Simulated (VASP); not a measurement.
Here is a VASP 6.6.1 calculation.

File INCAR:

```
PREC = Accurate ; ENCUT = 520
EDIFF = 1E-7 ; ISMEAR = 0
SIGMA = 0.15 ; LREAL = F
LASPH = T ; NELM = 80
ALGO = Fast ; ISIF = 2
LWAVE = F ; LCHARG = F
GGA = PE ; NBANDS = 12
```

The input KPOINTS:

```
regular mesh
0
Gamma
  24 24 24
```

POSCAR

```
Cu
1.0
    0.0000000000      1.9469786187      1.3233613671
    1.9469786187      0.0000000000      1.3233613671
    1.9469786187      1.9469786187      0.0000000000
Cu
1
Direct
    0.0000000000      0.0000000000      0.0000000000
```

Potentials or basis: VASP PAW PBE potentials, release 64 (Cu).

Run with:

```sh
$ cat potpaw_PBE.64/Cu/POTCAR > POTCAR
$ mpirun -np 1 vasp_std > vasp.out
```

Question: Estimate the pressure.

Answer: 39.6 GPa.

Stress tensor (GPa, compression positive):
```
39.48  0.00  0.00
 0.00 39.48  0.00
 0.00  0.00 39.85
```
